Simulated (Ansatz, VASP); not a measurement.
One calculation of KTaO3, two programs

```
CELL_PARAMETERS angstrom
3.99013 0.00000 0.00000
0.00000 3.99013 0.00000
0.00000 0.00000 3.95023
ATOMIC_POSITIONS crystal
K 0.00000 0.00000 0.00000
Ta 0.50000 0.50000 0.50000
O 0.50000 0.50000 0.00000
O 0.50000 0.00000 0.50000
O 0.00000 0.50000 0.50000
```

Change from the starting cell: uniaxial_z strain -1.0%.

Alike in both runs: task single point; functional r2SCAN; k mesh 6 × 6 × 6; no spin polarisation.

```csv
,VASP,Ansatz
version,VASP 6.6.1,Ansatz 0.2.0
potentials or method,"VASP PAW PBE potentials, release 64 (K_sv, Ta_pv, O)","plane waves, PAW"
plane-wave cutoff (eV),520,500
occupations,"gaussian, width 0.01 eV",fixed
valence electrons in the cell,38,40
```

VASP gave:

| Property | Result |
| --- | --- |
| gap on the k mesh at the Fermi level (eV) | 2.60 |
| pressure (GPa) | 3.2 |
| traceless stress, the component that is largest in VASP (GPa) | 2.73 |

Q: Which values does Ansatz return?

A: gap on the k mesh at the Fermi level (eV): 2.63; pressure (GPa): 2.2; traceless stress, the component that is largest in VASP (GPa): 2.68.

VASP's potentials were made for PBE, not for r2SCAN. VASP's potentials hold 38 valence electrons a cell and Ansatz's 40, so a difference there can come from the potentials and not from the codes.

Spin-orbit coupling is off throughout.
